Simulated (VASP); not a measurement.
The system is NaF.

```
Na F
1.0
     0.00000    2.32000    2.32000
     2.32000    0.00000    2.32000
     2.32000    2.32000    0.00000
Na F
1 1
Direct
  0.00000 0.00000 0.00000
  0.50000 0.50000 0.50000
```

Program: VASP 6.6.1. Alike in all runs: task single point; no spin polarisation; cell as given; k mesh 6 × 6 × 6; cutoff (eV) 520; smearing fermi-dirac 0.05 eV.

Task: Order these runs on this cell by their pressure, lowest first.
A. level LDA; potentials or basis VASP PAW LDA potentials, release 64 (Na_pv, F)
B. level RPBE; potentials or basis VASP PAW PBE potentials, release 64 (Na_pv, F)
C. level PBE-based screened hybrid with 10 % exact exchange; potentials or basis VASP PAW PBE potentials, release 64 (Na_pv, F); grid for exact exchange (PRECFOCK) Normal; share of exact exchange 0.1; screening parameter 0.20787 1/Å
D. level PBE-based screened hybrid with 50 % exact exchange; potentials or basis VASP PAW PBE potentials, release 64 (Na_pv, F); grid for exact exchange (PRECFOCK) Normal; share of exact exchange 0.5; screening parameter 0.20787 1/Å

Result: A (-4.5 GPa), D (-1.6 GPa), C (1.1 GPa), B (5.4 GPa).

Caveats: the PAW data sets were made with another functional, which shifts forces and pressure a little (at least some runs); the cell stands under tension (at least some runs); the cell stands under pressure (at least some runs).
